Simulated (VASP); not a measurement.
Wanted: the native input for a VASP 6.6.1 run.

```yaml
Task: single point
Functional: r2SCAN
Potentials_or_basis: VASP PAW PBE potentials, release 64 (Eu)
Cutoff: 520 eV
k_mesh: 11 × 11 × 11
Occupations: fermi-dirac, width 0.1 eV
Spin: collinear spin, ferromagnetic start
Starting_moments: "[4.9] μB"
Dipole_correction: no
Further_INCAR_settings: ALGO = Normal; EDIFF = 1e-07; NBANDS = 18
```

Eu:

```
Eu
1.0
     0.00000    2.92877    2.52998
     2.92877    0.00000    2.52998
     2.92877    2.92877    0.00000
Eu
1
Direct
  0.00000 0.00000 0.00000
```

The input as run:

POSCAR

```
Eu
1.0
    0.0000000000      2.9287681500      2.5299800454
    2.9287681500      0.0000000000      2.5299800454
    2.9287681500      2.9287681500      0.0000000000
Eu
1
Direct
    0.0000000000      0.0000000000      0.0000000000
```

INCAR.step1

```
SYSTEM = Eu
PREC     = Accurate       ! precision mode
ENCUT    = 520            ! plane-wave cutoff, eV
ISMEAR   = -1             ! smearing method
SIGMA    = 0.1            ! smearing width, eV
LREAL    = .False.        ! projectors in reciprocal space
LASPH    = .True.         ! aspherical terms in the spheres
NELM     = 150            ! most SCF steps
ISPIN    = 2              ! spin polarisation
MAGMOM   = 4.9            ! initial moments
LMAXMIX  = 6              ! l up to which the mixer works
NBANDS   = 18             ! bands
GGA      = PE             ! functional
ALGO     = Normal         ! electronic algorithm
EDIFF    = 1E-4           ! SCF threshold, eV
LWAVE    = .True.         ! write WAVECAR
LCHARG   = .False.        ! write CHGCAR
```

INCAR.step2

```
SYSTEM = Eu
PREC     = Accurate       ! precision mode
ENCUT    = 520            ! plane-wave cutoff, eV
EDIFF    = 1E-7           ! SCF threshold, eV
ISMEAR   = -1             ! smearing method
SIGMA    = 0.1            ! smearing width, eV
LREAL    = .False.        ! projectors in reciprocal space
LASPH    = .True.         ! aspherical terms in the spheres
NELM     = 150            ! most SCF steps
ALGO     = Normal         ! electronic algorithm
ISIF     = 2              ! what is computed and relaxed
LWAVE    = .False.        ! write WAVECAR
LCHARG   = .False.        ! write CHGCAR
ISPIN    = 2              ! spin polarisation
MAGMOM   = 4.9            ! initial moments
LORBIT   = 11             ! projections on sites
LMAXMIX  = 6              ! l up to which the mixer works
METAGGA  = R2SCAN         ! meta-GGA
LMIXTAU  = .True.       
NBANDS   = 18             ! bands
ISTART   = 1
```

KPOINTS

```
Automatic mesh
0
Gamma
  11 11 11
  0 0 0
```

Potentials or basis: VASP PAW PBE potentials, release 64 (Eu).

The run is started by

```sh
$ cat potpaw_PBE.64/Eu/POTCAR > POTCAR
$ cp INCAR.step1 INCAR
$ mpirun -np 1 vasp_std > vasp.out
$ cp INCAR.step2 INCAR
$ mpirun -np 1 vasp_std > vasp.out
```

Results of the run:

```
Pressure                                              : -0.5 GPa
Net moment                                            : 7.85 μB per cell
Site moments                                          : Eu +6.72 μB
Valence electrons inside the program's atomic spheres : Eu 14.79
```

Caveat: the PAW data sets were made with another functional, which shifts forces and pressure a little.

Run time: 10 min on 1 thread of Intel(R) Xeon(R) 6975P-C (Granite Rapids), with other jobs on the host, peak memory 0.34 GiB.
